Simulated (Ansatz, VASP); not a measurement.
One calculation of AgCl, two programs

INCAR

```
SYSTEM = AgCl
PREC = Accurate
ENCUT = 500
EDIFF = 1E-6
ISMEAR = 0
SIGMA = 0.02
LREAL = .FALSE.
LASPH = .TRUE.
NELM = 120
ALGO = Normal
ISIF = 2
LWAVE = .FALSE.
LCHARG = .FALSE.
GGA = PE
NBANDS = 16
GGA_COMPAT = .FALSE.
```

Contents of KPOINTS:

```
Automatic mesh
0
G
  8 8 8
  0 0 0
```

Contents of POSCAR:

```
AgCl
1.0
    0.0000000000      2.7480739668      2.7480739668
    2.7480739668      0.0000000000      2.7480739668
    2.7480739668      2.7480739668      0.0000000000
Ag Cl
1 1
Direct
    0.0000000000      0.0000000000      0.0000000000
    0.5000000000      0.5000000000      0.5000000000
```

Input for Ansatz:

```yaml
crystal:
  lattice:
    - [0.0, 2.7480739668, 2.7480739668]
    - [2.7480739668, 0.0, 2.7480739668]
    - [2.7480739668, 2.7480739668, 0.0]
  atoms:
    - { symbol: Ag, position: [0.0, 0.0, 0.0] }
    - { symbol: Cl, position: [0.5, 0.5, 0.5] }
basis:
  ecutwfc: 420
kpoints:
  mp_grid: { grid: [8, 8, 8] }
hamiltonian:
  xc: pbe
scf:
  occupations: { method: gaussian, width: 0.02 }
output:
  forces: true
  stress: true
  eigenvalues: true
```

Alike in both runs: task single point; functional PBE; k mesh 8 × 8 × 8; occupations gaussian, width 0.02 eV; no spin polarisation.

|  | VASP | Ansatz |
| --- | --- | --- |
| version | VASP 6.6.1 | Ansatz 0.2.0 |
| potentials or method | VASP PAW PBE potentials, release 64 (Ag, Cl), cutoff 500 eV | scalar-relativistic, plane waves, PAW |
| valence electrons in the cell | 18 | 26 |

|  | VASP | Ansatz | Ansatz less VASP |
| --- | --- | --- | --- |
| gap on the k mesh at the Fermi level (eV) | 0.90 | 0.91 | +0.003 |
| least direct gap on the mesh (eV) | 3.27 | 3.27 | +0.002 |
| pressure (GPa) | 2.9 | 3.1 | +0.15 |

VASP's potentials hold 18 valence electrons a cell and Ansatz's 26, so a difference there can come from the potentials and not from the codes.
